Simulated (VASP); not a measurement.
## CdAg: vibrations by perturbation theory with LDA

CdAg:

```
Cd Ag
1.0
     3.26452    0.00000    0.00000
     0.00000    3.26452    0.00000
     0.00000    0.00000    3.26452
Cd Ag
1 1
Direct
  0.50000 0.50000 0.50000
  0.00000 0.00000 0.00000
```

* Program: VASP 6.6.1
* Task: vibrations by perturbation theory
* Functional: LDA
* Potentials or basis: VASP PAW LDA potentials, release 64 (Cd, Ag)
* Cutoff: 520 eV
* k mesh: 12 × 12 × 12
* Occupations: fermi-dirac, width 0.15 eV
* Spin: no spin polarisation
* Dipole correction: no
* Further INCAR settings: ALGO = Fast; EDIFF = 1e-08; IBRION = 8; NSW = 1

The highest phonon frequency at Γ, LO-TO splitting left out is 147 cm⁻¹.

Phonon frequencies in cm⁻¹ (negative: imaginary):
| q point | frequencies |
| --- | --- |
| (0.000, 0.000, 0.000) | 0 0 0 147 147 147 |

It took 4.7 min on 1 thread of AMD EPYC 7R43 64-Core Processor (Zen 3), on a shared host, peak memory 0.33 GiB.
